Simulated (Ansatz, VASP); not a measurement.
**One calculation of PbO, two programs**

```
Pb O
1.0
     3.98040    0.00000    0.00000
     0.00000    3.98040    0.00000
     0.00000    0.00000    5.00091
Pb O
2 2
Direct
  0.00000 0.50000 0.23663
  0.50000 0.00000 0.76337
  0.00000 0.00000 0.00000
  0.50000 0.50000 0.00000
```

Alike in both runs: task single point; functional PBE; k mesh 6 × 6 × 6; no spin polarisation.

|  | VASP | Ansatz |
| --- | --- | --- |
| version | VASP 6.6.1 | Ansatz 0.2.0 |
| potentials or method | VASP PAW PBE potentials, release 64 (Pb_d, O) | plane waves, PAW |
| plane-wave cutoff (eV) | 520 | 420 |
| occupations | gaussian, width 0.01 eV | fixed |
| valence electrons in the cell | 40 | 40 |

```tsv
	VASP	Ansatz	Ansatz less VASP
gap on the k mesh at the Fermi level (eV)	1.23	1.22	-0.009
pressure (GPa)	4.6	4.5	-0.08
traceless stress, the component that is largest in VASP (GPa)	-0.62	-0.60	+0.017
rms of the force components (eV/Å)	0.163	0.146	-0.0177
```

Atom by atom the forces differ by 0.018 eV/Å (rms over components).

Neither program's run includes spin-orbit coupling.
